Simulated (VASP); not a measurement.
# PrBe3Si (I4mm) in VASP: notebook

Runs on PrBe3Si. Level: PBE. Tasks: relaxation of shape and atoms at fixed volume, single point.

Everything below comes from runs of VASP 6.6.1. Logs are shortened: lines on timing, memory, paths and dates and some standing lists are left out, and cuts for length are marked.

**1. The cell of the first run**

The structure is tetragonal, space group I4mm (No. 107). Conventional cell: a = 3.902 Å, b = 3.902 Å, c = 9.363 Å, α = 90.00°, β = 90.00°, γ = 90.00°. Within 4.0 Å of Pr (site symmetry 4mm) lie 13 Be at 3.00 to 3.51 Å and 5 Si at 3.00 to 3.51 Å and 4 Pr at 3.90 Å. Within 3.0 Å of Be (site symmetry 4mm) lie 4 Be at 2.25 Å and 1 Si at 2.34 Å and 4 Pr at 3.00 Å. Be (site symmetry 2mm) has 6 Be at 2.25 to 2.76 Å and 2 Si at 2.30 Å and 4 Pr at 3.01 to 3.09 Å within 3.1 Å. Si (site symmetry 4mm) has 5 Be at 2.30 to 2.34 Å and 4 Pr at 3.00 Å within 3.0 Å.

**2. Relaxation of shape and atoms at fixed volume, PBE (14.26 Å³/atom)**

INCAR reads:

```
PREC = Accurate
ENCUT = 600
EDIFF = 1E-7
ISMEAR = 0
SIGMA = 0.1
LREAL = F
LASPH = T
NELM = 200
ALGO = Normal
ISIF = 4
LWAVE = F
LCHARG = F
GGA = PE
IBRION = 2
NSW = 50
EDIFFG = -0.01
GGA_COMPAT = F
NELMIN = 4
LMAXMIX = 6
```

KPOINTS reads:

```
regular mesh
0
Gamma
  12 12 12
```

POSCAR reads:

```
PrBe3Si
1.0
   -1.9511874890      1.9511874890      4.6814659295
    1.9511874890     -1.9511874890      4.6814659295
    1.9511874890      1.9511874890     -4.6814659295
Pr Be Si
1 3 1
Direct
    0.0205850258      0.0205850258      0.0000000000
    0.3956105835      0.3956105835      0.0000000000
    0.2763859042      0.7763859042      0.5000000000
    0.7763859042      0.2763859042      0.5000000000
    0.6460325925      0.6460325925      0.0000000000
```

Potentials or basis: VASP PAW PBE potentials, release 64 (Pr_3, Be, Si), 4f in core.

On the command line:

```sh
$ cat potpaw_PBE.64/Pr_3/POTCAR potpaw_PBE.64/Be/POTCAR potpaw_PBE.64/Si/POTCAR > POTCAR
$ mpirun -np 1 vasp_std > vasp.out
```

OUTCAR:

```text
PREC = Accurate
   ENCUT = 600
   EDIFF = 1E-7
   ISMEAR = 0
   LREAL = F
   LASPH = T
   NELM = 200
   ISIF = 4
   GGA = PE
   IBRION = 2
   NSW = 50
   EDIFFG = -0.01
   NELMIN = 4

 ion  position               nearest neighbor table
   1  0.021  0.021  0.000-   2 3.00   2 3.00   2 3.00   2 3.00   5 3.00   5 3.00   5 3.00   5 3.00
                             4 3.01   3 3.01   3 3.01   4 3.01   3 3.09   4 3.09   4 3.09   3 3.09
   2  0.396  0.396  0.000-   3 2.25   4 2.25   3 2.25   4 2.25   5 2.34   1 3.00   1 3.00   1 3.00
                             1 3.00
   3  0.276  0.776  0.500-   2 2.25   2 2.25   5 2.30   5 2.30   1 3.01   1 3.01   1 3.09   1 3.09

   4  0.776  0.276  0.500-   2 2.25   2 2.25   5 2.30   5 2.30   1 3.01   1 3.01   1 3.09   1 3.09

   5  0.646  0.646  0.000-   3 2.30   4 2.30   3 2.30   4 2.30   2 2.34   1 3.00   1 3.00   1 3.00
                             1 3.00   1 3.51

  LATTYP: Found a body centered tetragonal cell.
 ALAT       =     3.9023749780
 C/A-ratio  =     2.3992906658

  Lattice vectors:

 A1 = (  -1.9511874890,   1.9511874890,   4.6814659295)
 A2 = (   1.9511874890,  -1.9511874890,   4.6814659295)
 A3 = (   1.9511874890,   1.9511874890,  -4.6814659295)

Analysis of symmetry for initial positions (statically):
=====================================================================
 Subroutine PRICEL returns:
 Original cell was already a primitive cell.

 Routine SETGRP: Setting up the symmetry group for a
 body centered tetragonal supercell.

 Subroutine GETGRP returns: Found  8 space group operations
 (whereof  8 operations were pure point group operations)
 out of a pool of 16 trial point group operations.

The static configuration has the point symmetry C_4v.

Analysis of symmetry for dynamics (positions and initial velocities):
=====================================================================
 Subroutine PRICEL returns:
 Original cell was already a primitive cell.

 Routine SETGRP: Setting up the symmetry group for a
 body centered tetragonal supercell.

 Subroutine GETGRP returns: Found  8 space group operations
 (whereof  8 operations were pure point group operations)
 out of a pool of 16 trial point group operations.

The dynamic configuration has the point symmetry C_4v.

 Subroutine INISYM returns: Found  8 space group operations
 (whereof  8 operations are pure point group operations),
 and found     1 'primitive' translations

----------------------------------------------------------------------------------------

                                     Primitive cell

  volume of cell :      71.2918

  direct lattice vectors                    reciprocal lattice vectors
    -1.951187489  1.951187489  4.681465929     0.000000000  0.256254206  0.106804152
     1.951187489 -1.951187489  4.681465929     0.256254206  0.000000000  0.106804152
     1.951187489  1.951187489 -4.681465929     0.256254206  0.256254206  0.000000000

  length of vectors
     5.434187012  5.434187012  5.434187012     0.277620865  0.277620865  0.362398173

  position of ions in fractional coordinates (direct lattice)
     0.020585026  0.020585026  0.000000000
     0.395610584  0.395610584  0.000000000
     0.276385904  0.776385904  0.500000000
     0.776385904  0.276385904  0.500000000
     0.646032592  0.646032592  0.000000000

  ion indices of the primitive-cell ions
   primitive index   ion index
                 1           1
                 2           2
                 3           3
                 4           4
                 5           5

----------------------------------------------------------------------------------------

 KPOINTS: regular mesh

Automatic generation of k-mesh.
 Grid dimensions read from file:
 generate k-points for:   12   12   12

 Generating k-lattice:

  Cartesian coordinates                     Fractional coordinates (reciprocal lattice)
     0.000000000  0.021354517  0.008900346     0.083333333  0.000000000 -0.000000000
     0.021354517  0.000000000  0.008900346     0.000000000  0.083333333 -0.000000000
     0.021354517  0.021354517  0.000000000     0.000000000  0.000000000  0.083333333

  Length of vectors
     0.023135072  0.023135072  0.030199848

  Shift w.r.t. Gamma in fractional coordinates (k-lattice)
     0.000000000  0.000000000  0.000000000

 Subroutine IBZKPT returns following result:
 ===========================================

 Found    163 irreducible k-points:

 Following reciprocal coordinates:
            Coordinates               Weight
  0.000000  0.000000  0.000000      1.000000
  0.083333  0.000000 -0.000000      8.000000
  0.166667  0.000000 -0.000000      8.000000
  0.250000  0.000000 -0.000000      8.000000
  0.333333 -0.000000  0.000000      8.000000
  0.416667  0.000000 -0.000000      8.000000
[... 16 lines left out ...]
  0.500000  0.166667 -0.000000     16.000000
 -0.416667  0.166667  0.000000     16.000000
 [... further k-points ...]
   k-points           NKPTS =    163   k-points in BZ     NKDIM =    163   number of bands    NBANDS=     14
   number of dos      NEDOS =    301   number of ions     NIONS =      5
   total plane-waves  NPLWV = 110592
   dimension x,y,z NGX =    48 NGY =   48 NGZ =   48
   dimension x,y,z NGXF=    96 NGYF=   96 NGZF=   96
   ions per type =               1   3   1
   NGX,Y,Z   is equivalent  to a cutoff of  14.68, 14.68, 14.68 a.u.
   NGXF,Y,Z  is equivalent  to a cutoff of  29.37, 29.37, 29.37 a.u.
 SYSTEM =  unknown system
   PREC   = accura    normal or accurate (medium, high low for compatibility)
   ISTART =      0    job   : 0-new  1-cont  2-samecut
   ICHARG =      2    charge: 1-file 2-atom 10-const
   ISPIN  =      1    spin polarized calculation?
   LNONCOLLINEAR =      F non collinear calculations
   LSORBIT =      F    spin-orbit coupling
   LASPH  =      T    aspherical Exc in radial PAW
   ENCUT  =  600.0 eV  44.10 Ry    6.64 a.u.  10.85 10.85 10.85*2*pi/ulx,y,z
   NELM   =    200;   NELMIN=  4; NELMDL= -5     # of ELM steps
   EDIFF  = 0.1E-06   stopping-criterion for ELM
   LREAL  =      F    real-space projection
   EDIFFG = -.1E-01   stopping-criterion for IOM
   NSW    =     50    number of steps for IOM
   IBRION =      2    ionic relax: 0-MD 1-quasi-New 2-CG
   NFREE  =      1    steps in history (QN), initial steepest desc. (CG)
   ISIF   =      4    stress and relaxation
   ISYM   =      2    0-nonsym 1-usesym 2-fastsym
   POTIM  = 0.5000    time-step for ionic-motion
   TEBEG  =    0.0;   TEEND  =   0.0 temperature during run
   PSTRESS=    0.0 pullay stress
   NELECT =      21.0000    total number of electrons
   NUPDOWN=      -1.0000    fix difference up-down
   EMIN   =  10.00;   EMAX   =-10.00  energy-range for DOS
   EFERMI =   0.00;   METHOD = LEGACY
   ISMEAR =     0;   SIGMA  =   0.10  broadening in eV -4-tet -1-fermi 0-gaus
   EFERMI_NEDOS =   21; number of points for ismear=-14 and -15
   IALGO  =     38    algorithm
   IMIX   =      4    mixing-type and parameters
     AMIX     =   0.40;   BMIX     =  1.00
     AMIX_MAG =   1.60;   BMIX_MAG =  1.00
  volume/ion in A,a.u.               =      14.26        96.22
  Fermi-wavevector in a.u.,A,eV,Ry     =   1.089268  2.058418 16.143370  1.186504
  Thomas-Fermi vector in A             =   2.225467
   LORBIT       =      0    0 simple, 1 ext, 2 COOP (PROOUT), +10 PAW based schemes
   GGA     = PE    functional components
   LHFCALC =     F    Hartree Fock is set to
   AEXX    =    0.0000 exact exchange contribution
   IVDW    =     0    specifies the selected vdW correction
   LEPSILON=     F    determine dielectric tensor
   LRPA    =     F    only Hartree local field effects (RPA)
 conjugate gradient relaxation of ions
 non-spin polarized calculation
 Gauss-broadening in eV      SIGMA  =   0.10
  energy-cutoff  :      600.00
  volume of cell :       71.29
 maximum number of plane-waves:      2404
 NGX is ok and might be reduce to    48
   NGX = 21   NGY = 21   NGZ = 21

--------------------------------------- Ionic step        1  -------------------------------------------

 number of electron      21.0000000 magnetization

 Free energy of the ion-electron system (eV)
  ---------------------------------------------------
  ext. energy  EPLUGINS =         0.00000000
  ---------------------------------------------------
  free energy    TOTEN  =       -22.60885624 eV

  energy without entropy =      -22.60153073  energy(sigma->0) =      -22.60519349

------------------------ aborting loop because EDIFF is reached ----------------------------------------

  FORCE on cell =-STRESS in cart. coord.  units (eV):
  Direction    XX          YY          ZZ          XY          YZ          ZX
  --------------------------------------------------------------------------------------
  -------------------------------------------------------------------------------------
  Total        1.5248989      1.5248989      1.3095675      0.0000000      0.0000000     -0.0000000
  in kB       34.2698169     34.2698169     29.4305665      0.0000000      0.0000000     -0.0000000
  external PRESSURE =      32.6567334 kB  Pullay stress =       0.0000000 kB
[... 141 lines left out ...]
  energy  without entropy=      -22.6024186798  energy(sigma->0) =      -22.60591805

--------------------------------------- Ionic step        5  -------------------------------------------

 number of electron      21.0000000 magnetization

 Free energy of the ion-electron system (eV)
  ---------------------------------------------------
  ext. energy  EPLUGINS =         0.00000000
  ---------------------------------------------------
  free energy    TOTEN  =       -22.60944497 eV

  energy without entropy =      -22.60244872  energy(sigma->0) =      -22.60594685

 E-fermi :   5.4661     XC(G=0): -10.4936

 val. band max:        5.4307432654   @ k =  -0.0833   0.1667   0.0833
 cond. band min:       5.4729646258   @ k =  -0.4167  -0.4167   0.2500
 fundamental gap:      0.0422213603
 Fermi energy:         5.4661162155

 k-point     1 :       0.0000    0.0000    0.0000
  band No.  band energies     occupation
      1     -29.6836      2.00000
      2     -11.9219      2.00000
      3     -11.6127      2.00000
      4     -11.6127      2.00000
      5      -4.1274      2.00000
      6       1.2721      2.00000
      7       2.7064      2.00000
      8       3.0896      2.00000
      9       3.0896      2.00000
     10       4.5050      2.00000
     11       7.1807      0.00000
     12       7.1807      0.00000
     13       7.8109      0.00000
     14       8.5220      0.00000
[... 375 lines left out ...]
 k-point    24 :      -0.4167    0.1667    0.0000
  band No.  band energies     occupation
      1     -29.6492      2.00000
      2     -12.0948      2.00000
      3     -11.8656      2.00000
      4     -11.6852      2.00000
      5      -2.7183      2.00000
      6       0.0968      2.00000
      7       1.8624      2.00000
      8       2.9585      2.00000
      9       3.4170      2.00000
     10       4.3300      2.00000
     11       4.8666      2.00000
     12       7.8840      0.00000
     13       8.6421      0.00000
     14       9.2588      0.00000

 [... further k-points ...]
[... 5 lines left out ...]
  --------------------------------------------------------------------------------------
  -------------------------------------------------------------------------------------
  Total        1.4177084      1.4177084      1.4262864      0.0000000     -0.0000000      0.0000000
  in kB       31.8608710     31.8608710     32.0536474      0.0000000     -0.0000000      0.0000000
  external PRESSURE =      31.9251298 kB  Pullay stress =       0.0000000 kB
[... 20 lines left out ...]
  FREE ENERGIE OF THE ION-ELECTRON SYSTEM (eV)
  ---------------------------------------------------
  free  energy   TOTEN  =       -22.6094449748 eV

  energy  without entropy=      -22.6024487244  energy(sigma->0) =      -22.60594685

 reached required accuracy - stopping structural energy minimisation
```

It took 17 min on 1 thread of AMD EPYC 7R43 (Zen 3), shared host; peak memory 0.48 GiB.

Results:

| Property | Result |
| --- | --- |
| Free energy | -22.6094 eV |
| Energy gained by relaxing | 0.1 meV/atom |
| Ionic steps | 5 |
| Pressure after relaxing | 3.2 GPa |
| Largest force after relaxing | 0.009 eV/Å |
| Band gap on the k mesh | zero (an odd number of electrons rules out a gap without spin polarisation) |

Forces on the atoms (eV/Å):
```
Pr   0.000  0.000  0.009
Be   0.000  0.000 -0.006
Be   0.000  0.000  0.001
Be   0.000  0.000  0.001
Si   0.000  0.000 -0.004
```

The path:
```csv
step,energy change (eV),largest force (eV/Å),pressure (GPa),volume (Å³)
1,0.0000,0.0360,3.27,71.29
2,-0.0003,0.0286,3.24,71.29
3,-0.0006,0.0165,3.19,71.29
4,-0.0006,0.0161,3.19,71.29
5,-0.0006,0.0091,3.19,71.29
```

Final structure:
```xyz
5
Lattice="-1.9551 1.9551 4.6627 1.9551 -1.9551 4.6627 1.9551 1.9551 -4.6627" Properties=species:S:1:pos:R:3 pbc="T T T"
Pr    1.9551    1.9551   -4.4685
Be    0.0000    0.0000    3.6831
Be    1.9551    0.0000    2.5789
Be    0.0000    1.9551    2.5789
Si    1.9551    1.9551    1.3627
```

Caveat: spin-orbit coupling is left out, which moves the levels of the heavy elements; the 4f electrons are frozen in the core, so they carry no moment and show no levels. Spin polarisation is off, so any magnetic state and its effect on volume and gap are missing.

**3. Single point, PBE**

This run uses another cell than the first one, of 14.67 Å³/atom.

INCAR reads:

```
SYSTEM = PrBe3Si
ALGO = Normal ; EDIFF = 1E-6
ENCUT = 600 ; GGA = PE
GGA_COMPAT = .False. ; ISIF = 2
ISMEAR = 0 ; LASPH = .True.
LCHARG = .False. ; LMAXMIX = 6
LREAL = .False. ; LWAVE = .False.
NBANDS = 18 ; NELM = 200
PREC = Accurate ; SIGMA = 0.2
```

KPOINTS reads:

```
k-points
0
Gamma
  6 6 6
  0 0 0
```

POSCAR reads:

```
PrBe3Si
1.0
   -1.9690950132      1.9690950132      4.7300143113
    1.9690950132     -1.9690950132      4.7300143113
    1.9690950132      1.9690950132     -4.7300143113
Pr Be Si
1 3 1
Direct
    0.0204649941      0.0204649941      0.0000000000
    0.3963673225      0.3963673225      0.0000000000
    0.2764205653      0.7764205653      0.5000000000
    0.7764205653      0.2764205653      0.5000000000
    0.6453265629      0.6453265629      0.0000000000
```

Potentials or basis: VASP PAW PBE potentials, release 64 (Pr_3, Be, Si), 4f in core.

On the command line:

```sh
$ cat potpaw_PBE.64/Pr_3/POTCAR potpaw_PBE.64/Be/POTCAR potpaw_PBE.64/Si/POTCAR > POTCAR
$ mpirun -np 1 vasp_std > vasp.out
```

Run time: 92 s. Hardware: 1 thread of Intel Xeon Platinum 8488C (Sapphire Rapids), shared host; peak memory 0.34 GiB.

Results (log left out):

- Free energy: -22.6572 eV
- Pressure: 0.4 GPa
- Largest force: 0.034 eV/Å
- Band gap on the k mesh: zero (an odd number of electrons rules out a gap without spin polarisation)

Forces in eV/Å, atoms in the order of the input:
```
Pr   0.000  0.000  0.034
Be   0.000  0.000 -0.024
Be   0.000  0.000 -0.001
Be   0.000  0.000 -0.001
Si   0.000  0.000 -0.008
```

Stress tensor (GPa, compression positive):
```
0.33 0.00 0.00
0.00 0.33 0.00
0.00 0.00 0.47
```

Levels at points of the mesh, in eV from the Fermi level:
```tsv
k point	band 8	band 9	band 10	band 11	band 12	band 13	band 14	band 15
(0.00, 0.00, 0.00)	-2.33	-2.33	-0.95	1.62	1.62	2.23	2.93	3.41
(0.50, 0.00, 0.00)	-3.11	-1.72	0.07	0.62	0.68	1.67	2.91	4.20
(0.50, 0.50, 0.00)	-3.78	-3.02	-1.72	-0.95	3.37	4.40	4.53	5.73
(0.50, 0.50, 0.50)	-1.79	-1.17	0.37	1.19	1.61	1.61	3.50	3.62
```

Caveat: spin-orbit coupling is left out, which moves the levels of the heavy elements; the 4f electrons are frozen in the core, so they carry no moment and show no levels.

The gap in the log of VASP goes by the Fermi energy; the results here count the filled bands.